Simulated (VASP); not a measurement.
**C: single point with PBEsol**

C:

```
C
1.0
     0.00000    1.78337    1.78337
     1.78337    0.00000    1.78337
     1.78337    1.78337    0.00000
C
2
Direct
  0.97196 0.02804 0.97196
  0.25000 0.25000 0.25000
```

```
Program                : VASP 6.6.1
Task                   : single point
Functional             : PBEsol
Potentials or basis    : VASP PAW PBE potentials, release 64 (C)
Cutoff                 : 600 eV
k mesh                 : 10 × 10 × 10
Occupations            : gaussian, width 0.01 eV
Spin                   : no spin polarisation
Dipole correction      : no
Further INCAR settings : ALGO = Normal; EDIFF = 1e-06; NBANDS = 11
```

The pressure is -0.9 GPa and the largest force is 3.627 eV/Å. The band gap on the k mesh is 2.32 eV, indirect (least direct gap 2.72 eV).

Forces in eV/Å, atoms in the order of the input:
```
C    0.000  3.627  0.000
C    0.000 -3.627  0.000
```

Stress tensor (GPa, compression positive):
```
-0.11  0.00 -4.89
 0.00 -2.59  0.00
-4.89  0.00 -0.11
```

Levels at points of the mesh, in eV from the valence-band top:
```
           k point  band 1  band 2  band 3  band 4  band 5  band 6  band 7  band 8
(0.00, 0.00, 0.00)  -23.06   -3.06   -1.39    0.00    2.72    3.83    5.42   11.80
(0.50, 0.00, 0.00)  -17.08  -15.41   -4.92   -3.47    5.74    6.92    8.84   14.48
(0.00, 0.50, 0.00)  -17.41  -14.62   -5.32   -3.55    5.10    7.41    8.06   13.36
(0.50, 0.50, 0.00)  -14.38  -14.38   -7.78   -7.78    2.88    2.88   15.53   15.53
(0.50, 0.00, 0.50)  -14.69  -13.92   -8.42   -7.45    2.63    3.54   14.40   16.35
```

Run time: 8.5 s on 1 thread of Intel(R) Xeon(R) 6975P-C (Granite Rapids) (shared host), peak memory 0.13 GiB.

Caveat: the PAW data sets were made with another functional, which shifts forces and pressure a little. A k mesh can miss the band edges.
